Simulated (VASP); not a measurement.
# P (Im-3m) in VASP: notebook

Runs on P. Level: PBE. Tasks: single point, relaxation of cell and atoms.

Program: VASP 6.6.1. These are calculated values, not measurements. Logs are shortened: lines on timing, memory, paths and dates and some standing lists are left out, and cuts for length are marked.

## (1) The cell of the first run

The structure is cubic, space group Im-3m (No. 229). The conventional cell has a = 2.706 Å, b = 2.706 Å, c = 2.706 Å, α = 90.00°, β = 90.00°, γ = 90.00°. P (site symmetry m-3m) has 14 P at 2.34 to 2.71 Å within 3.1 Å.

## (2) Single point, PBE

File INCAR:

```
SYSTEM = P
PREC = Accurate
ENCUT = 520
EDIFF = 1E-6
ISMEAR = -1
SIGMA = 0.08
LREAL = .FALSE.
LASPH = .TRUE.
NELM = 100
ALGO = Normal
ISIF = 2
LWAVE = .FALSE.
LCHARG = .FALSE.
GGA = PE
NBANDS = 8
```

File KPOINTS:

```
Automatic mesh
0
G
  20 20 20
  0 0 0
```

File POSCAR:

```
P
1.0
   -1.3530889322      1.3530889322      1.3530889322
    1.3530889322     -1.3530889322      1.3530889322
    1.3530889322      1.3530889322     -1.3530889322
P
1
Direct
    0.0000000000      0.0000000000      0.0000000000
```

Potentials or basis: VASP PAW PBE potentials, release 64 (P).

The run is started by

```console
$ cat potpaw_PBE.64/P/POTCAR > POTCAR
$ mpirun -np 1 vasp_std > vasp.out
```

OUTCAR:

```text
SYSTEM = P
   PREC = Accurate
   ENCUT = 520
   EDIFF = 1E-6
   ISMEAR = -1
   LREAL = .FALSE.
   LASPH = .TRUE.
   NELM = 100
   ISIF = 2
   GGA = PE

 ion  position               nearest neighbor table
   1  0.000  0.000  0.000-

  LATTYP: Found a body centered cubic cell.
 ALAT       =     2.7061778644

  Lattice vectors:

 A1 = (  -1.3530889322,   1.3530889322,   1.3530889322)
 A2 = (   1.3530889322,  -1.3530889322,   1.3530889322)
 A3 = (   1.3530889322,   1.3530889322,  -1.3530889322)

Analysis of symmetry for initial positions (statically):
=====================================================================
 Subroutine PRICEL returns:
 Original cell was already a primitive cell.

 Routine SETGRP: Setting up the symmetry group for a
 body centered cubic supercell.

 Subroutine GETGRP returns: Found 48 space group operations
 (whereof 48 operations were pure point group operations)
 out of a pool of 48 trial point group operations.

The static configuration has the point symmetry O_h .

Analysis of symmetry for dynamics (positions and initial velocities):
=====================================================================
 Subroutine PRICEL returns:
 Original cell was already a primitive cell.

 Routine SETGRP: Setting up the symmetry group for a
 body centered cubic supercell.

 Subroutine GETGRP returns: Found 48 space group operations
 (whereof 48 operations were pure point group operations)
 out of a pool of 48 trial point group operations.

The dynamic configuration has the point symmetry O_h .

 Subroutine INISYM returns: Found 48 space group operations
 (whereof 48 operations are pure point group operations),
 and found     1 'primitive' translations

----------------------------------------------------------------------------------------

                                     Primitive cell

  volume of cell :       9.9092

  direct lattice vectors                    reciprocal lattice vectors
    -1.353088932  1.353088932  1.353088932     0.000000000  0.369524861  0.369524861
     1.353088932 -1.353088932  1.353088932     0.369524861  0.000000000  0.369524861
     1.353088932  1.353088932 -1.353088932     0.369524861  0.369524861  0.000000000

  length of vectors
     2.343618778  2.343618778  2.343618778     0.522587070  0.522587070  0.522587070

  position of ions in fractional coordinates (direct lattice)
     0.000000000  0.000000000  0.000000000

  ion indices of the primitive-cell ions
   primitive index   ion index
                 1           1

----------------------------------------------------------------------------------------

 KPOINTS: Automatic mesh

Automatic generation of k-mesh.
 Grid dimensions read from file:
 generate k-points for:   20   20   20

 Generating k-lattice:

  Cartesian coordinates                     Fractional coordinates (reciprocal lattice)
     0.000000000  0.018476243  0.018476243     0.050000000  0.000000000  0.000000000
     0.018476243  0.000000000  0.018476243     0.000000000  0.050000000  0.000000000
     0.018476243  0.018476243  0.000000000     0.000000000  0.000000000  0.050000000

  Length of vectors
     0.026129354  0.026129354  0.026129354

  Shift w.r.t. Gamma in fractional coordinates (k-lattice)
     0.000000000  0.000000000  0.000000000

 Subroutine IBZKPT returns following result:
 ===========================================

 Found    256 irreducible k-points:

 Following reciprocal coordinates:
            Coordinates               Weight
  0.000000  0.000000  0.000000      1.000000
  0.050000  0.000000  0.000000     12.000000
  0.100000  0.000000  0.000000     12.000000
  0.150000  0.000000  0.000000     12.000000
  0.200000  0.000000  0.000000     12.000000
  0.250000  0.000000  0.000000     12.000000
[... 16 lines left out ...]
  0.200000  0.100000 -0.000000     48.000000
  0.250000  0.100000  0.000000     48.000000
 [... further k-points ...]
   k-points           NKPTS =    256   k-points in BZ     NKDIM =    256   number of bands    NBANDS=      8
   number of dos      NEDOS =    301   number of ions     NIONS =      1
   total plane-waves  NPLWV =   5832
   dimension x,y,z NGX =    18 NGY =   18 NGZ =   18
   dimension x,y,z NGXF=    36 NGYF=   36 NGZF=   36
   ions per type =               1
   NGX,Y,Z   is equivalent  to a cutoff of  12.77, 12.77, 12.77 a.u.
   NGXF,Y,Z  is equivalent  to a cutoff of  25.54, 25.54, 25.54 a.u.
 SYSTEM =  P
   PREC   = accura    normal or accurate (medium, high low for compatibility)
   ISTART =      0    job   : 0-new  1-cont  2-samecut
   ICHARG =      2    charge: 1-file 2-atom 10-const
   ISPIN  =      1    spin polarized calculation?
   LNONCOLLINEAR =      F non collinear calculations
   LSORBIT =      F    spin-orbit coupling
   LASPH  =      T    aspherical Exc in radial PAW
   ENCUT  =  520.0 eV  38.22 Ry    6.18 a.u.   4.36  4.36  4.36*2*pi/ulx,y,z
   NELM   =    100;   NELMIN=  2; NELMDL= -5     # of ELM steps
   EDIFF  = 0.1E-05   stopping-criterion for ELM
   LREAL  =      F    real-space projection
   EDIFFG = 0.1E-04   stopping-criterion for IOM
   NSW    =      0    number of steps for IOM
   IBRION =     -1    ionic relax: 0-MD 1-quasi-New 2-CG
   NFREE  =      0    steps in history (QN), initial steepest desc. (CG)
   ISIF   =      2    stress and relaxation
   ISYM   =      2    0-nonsym 1-usesym 2-fastsym
   POTIM  = 0.5000    time-step for ionic-motion
   TEBEG  =    0.0;   TEEND  =   0.0 temperature during run
   PSTRESS=    0.0 pullay stress
   NELECT =       5.0000    total number of electrons
   NUPDOWN=      -1.0000    fix difference up-down
   EMIN   =  10.00;   EMAX   =-10.00  energy-range for DOS
   EFERMI =   0.00;   METHOD = LEGACY
   ISMEAR =    -1;   SIGMA  =   0.08  broadening in eV -4-tet -1-fermi 0-gaus
   EFERMI_NEDOS =   21; number of points for ismear=-14 and -15
   IALGO  =     38    algorithm
   IMIX   =      4    mixing-type and parameters
     AMIX     =   0.40;   BMIX     =  1.00
     AMIX_MAG =   1.60;   BMIX_MAG =  1.00
  volume/ion in A,a.u.               =       9.91        66.87
  Fermi-wavevector in a.u.,A,eV,Ry     =   1.303322  2.462922 23.111523  1.698649
  Thomas-Fermi vector in A             =   2.434332
   LORBIT       =      0    0 simple, 1 ext, 2 COOP (PROOUT), +10 PAW based schemes
   GGA     = PE    functional components
[... 5 lines left out ...]
 non-spin polarized calculation
  energy-cutoff  :      520.00
  volume of cell :        9.91
 maximum number of plane-waves:       277
 NGX is ok and might be reduce to    18
   NGX =  9   NGY =  9   NGZ =  9

 number of electron       4.9999999 magnetization

 Free energy of the ion-electron system (eV)
  ---------------------------------------------------
  ext. energy  EPLUGINS =         0.00000000
  ---------------------------------------------------
  free energy    TOTEN  =        -3.98134733 eV

  energy without entropy =       -3.97295461  energy(sigma->0) =       -3.97715097

 E-fermi :  16.1543     XC(G=0): -13.2230

 val. band max:       16.1440716920   @ k =   0.2500   0.0000   0.0000
 cond. band min:      16.1561785463   @ k =   0.4000   0.1000   0.1000
 fundamental gap:      0.0121068543
 Fermi energy:        16.1542814142

 k-point     1 :       0.0000    0.0000    0.0000
  band No.  band energies     occupation
      1      -4.8004      2.00000
      2      27.6034      0.00000
      3      27.6034      0.00000
      4      27.6034      0.00000
      5      29.0892      0.00000
      6      29.0892      0.00000
      7      29.0892      0.00000
      8      34.0989      0.00000

 k-point     2 :       0.0500    0.0000    0.0000
  band No.  band energies     occupation
      1      -4.7026      2.00000
      2      26.2977      0.00000
      3      26.6134      0.00000
      4      27.4747      0.00000
      5      28.7714      0.00000
      6      29.8527      0.00000
      7      30.2471      0.00000
      8      33.3141      0.00000

 k-point     3 :       0.1000    0.0000    0.0000
  band No.  band energies     occupation
      1      -4.4095      2.00000
      2      24.0338      0.00000
      3      25.2844      0.00000
      4      27.1070      0.00000
      5      27.9822      0.00000
      6      30.3395      0.00000
      7      32.0780      0.00000
      8      32.5536      0.00000

 k-point     4 :       0.1500    0.0000    0.0000
  band No.  band energies     occupation
      1      -3.9217      2.00000
      2      21.4571      0.00000
      3      24.0745      0.00000
      4      26.5616      0.00000
      5      26.9986      0.00000
      6      29.7733      0.00000
      7      32.9589      0.00000
      8      33.8760      0.00000

 k-point     5 :       0.2000    0.0000    0.0000
  band No.  band energies     occupation
      1      -3.2404      2.00000
      2      18.7871      0.00000
      3      23.0191      0.00000
      4      25.9285      0.00000
      5      26.0046      0.00000
      6      28.9071      0.00000
      7      33.8574      0.00000
      8      34.1789      0.00000

 k-point     6 :       0.2500    0.0000    0.0000
  band No.  band energies     occupation
      1      -2.3675      2.00000
      2      16.1441      1.06372
      3      22.1251      0.00000
      4      25.0946      0.00000
      5      25.2933      0.00000
      6      28.0996      0.00000
      7      34.7267      0.00000
      8      34.9075      0.00000

 k-point     7 :       0.3000    0.0000    0.0000
  band No.  band energies     occupation
      1      -1.3048      2.00000
      2      13.5913      2.00000
      3      21.3941      0.00000
      4      24.3165      0.00000
      5      24.7179      0.00000
      6      27.4112      0.00000
      7      35.4867      0.00000
      8      36.0577      0.00000

 k-point     8 :       0.3500    0.0000    0.0000
  band No.  band energies     occupation
      1      -0.0551      2.00000
      2      11.1629      2.00000
      3      20.8262      0.00000
      4      23.6949      0.00000
      5      24.2419      0.00000
      6      26.8608      0.00000
      7      36.4234      0.00000
      8      37.2792      0.00000

 k-point     9 :       0.4000    0.0000    0.0000
  band No.  band energies     occupation
      1       1.3784      2.00000
      2       8.8789      2.00000
      3      20.4210      0.00000
      4      23.2438      0.00000
      5      23.8890      0.00000
      6      26.4598      0.00000
      7      37.4836      0.00000
      8      38.5042      0.00000

 k-point    10 :       0.4500    0.0000    0.0000
  band No.  band energies     occupation
      1       2.9913      2.00000
      2       6.7527      2.00000
      3      20.1781      0.00000
      4      22.9706      0.00000
      5      23.6727      0.00000
      6      26.2160      0.00000
      7      38.5289      0.00000
      8      39.5510      0.00000
[... 78 lines left out ...]
 k-point    18 :       0.3500    0.0500    0.0000
  band No.  band energies     occupation
      1       0.7106      2.00000
      2      10.0701      2.00000
      3      19.8831      0.00000
      4      22.2899      0.00000
      5      25.3336      0.00000
      6      27.3746      0.00000
      7      36.0402      0.00000
      8      38.7145      0.00000

 k-point    19 :       0.4000    0.0500    0.0000
  band No.  band energies     occupation
      1       2.2341      2.00000
      2       7.8646      2.00000
      3      19.5511      0.00000
      4      21.9552      0.00000
      5      25.0189      0.00000
      6      27.0788      0.00000
      7      37.2289      0.00000
      8      39.5336      0.00000

 k-point    20 :       0.4500    0.0500    0.0000
  band No.  band energies     occupation
      1       3.9324      2.00000
      2       5.8239      2.00000
      3      19.3851      0.00000
      4      21.7864      0.00000
      5      24.8595      0.00000
      6      26.9285      0.00000
      7      38.3832      0.00000
      8      39.5521      0.00000

 k-point    21 :       0.1000    0.1000    0.0000
  band No.  band energies     occupation
      1      -3.6295      2.00000
      2      21.3327      0.00000
      3      21.9562      0.00000
      4      24.8216      0.00000
      5      28.6003      0.00000
      6      30.4109      0.00000
      7      32.1314      0.00000
      8      33.8748      0.00000

 k-point    22 :       0.1500    0.1000    0.0000
  band No.  band energies     occupation
      1      -2.9491      2.00000
      2      18.9861      0.00000
      3      20.6180      0.00000
      4      23.8943      0.00000
      5      28.3016      0.00000
      6      30.0453      0.00000
      7      32.6597      0.00000
      8      34.9901      0.00000

 k-point    23 :       0.2000    0.1000   -0.0000
  band No.  band energies     occupation
      1      -2.0771      2.00000
      2      16.3901      0.09971
      3      19.6655      0.00000
      4      23.0635      0.00000
      5      27.7413      0.00000
      6      29.7979      0.00000
      7      33.0515      0.00000
      8      36.4497      0.00000

 k-point    24 :       0.2500    0.1000    0.0000
  band No.  band energies     occupation
      1      -1.0157      2.00000
      2      13.8534      2.00000
      3      18.8942      0.00000
      4      22.3549      0.00000
      5      27.1418      0.00000
      6      29.5580      0.00000
      7      33.6233      0.00000
      8      37.8313      0.00000

 [... further k-points ...]
[... 5 lines left out ...]
  --------------------------------------------------------------------------------------
  -------------------------------------------------------------------------------------
  Total        4.3894472      4.3894472      4.3894472      0.0000000      0.0000000     -0.0000000
  in kB      709.7107725    709.7107725    709.7107725      0.0000000      0.0000000     -0.0000000
  external PRESSURE =     709.7107725 kB  Pullay stress =       0.0000000 kB

 VOLUME and BASIS-vectors are now :
 -----------------------------------------------------------------------------
  energy-cutoff  :      520.00
  volume of cell :        9.91
      direct lattice vectors                 reciprocal lattice vectors
    -1.353088932  1.353088932  1.353088932     0.000000000  0.369524861  0.369524861
     1.353088932 -1.353088932  1.353088932     0.369524861  0.000000000  0.369524861
     1.353088932  1.353088932 -1.353088932     0.369524861  0.369524861  0.000000000

 POSITION                                       TOTAL-FORCE (eV/Angst)
 -----------------------------------------------------------------------------------
      0.00000      0.00000      0.00000         0.000000     -0.000000     -0.000000
 -----------------------------------------------------------------------------------
    total drift:                               -0.000000     -0.000000      0.000000

  FREE ENERGIE OF THE ION-ELECTRON SYSTEM (eV)
  ---------------------------------------------------
  free  energy   TOTEN  =        -3.9813473302 eV

  energy  without entropy=       -3.9729546064  energy(sigma->0) =       -3.97715097
```

Run time: 16 s. Hardware: 1 thread of Intel Xeon Platinum 8175M at 2.50GHz (Skylake/Cascade Lake), shared host; peak memory 0.12 GiB.

What came out:

| Item | Value |
| --- | --- |
| Free energy | -3.9813 eV |
| Pressure | 71.0 GPa |

Levels at points of the mesh, in eV from the Fermi level:
| k point | band 1 | band 2 | band 3 | band 4 | band 5 | band 6 | band 7 |
| --- | --- | --- | --- | --- | --- | --- | --- |
| (0.00, 0.00, 0.00) | -20.95 | 11.45 | 11.45 | 11.45 | 12.93 | 12.93 | 12.93 |
| (0.50, 0.00, 0.00) | -11.49 | -11.25 | 3.94 | 6.72 | 7.45 | 9.98 | 22.92 |
| (0.50, 0.50, 0.50) | -3.63 | -3.63 | -3.63 | -0.81 | 0.16 | 0.16 | 28.63 |

(Continued in part 2 of 2.)
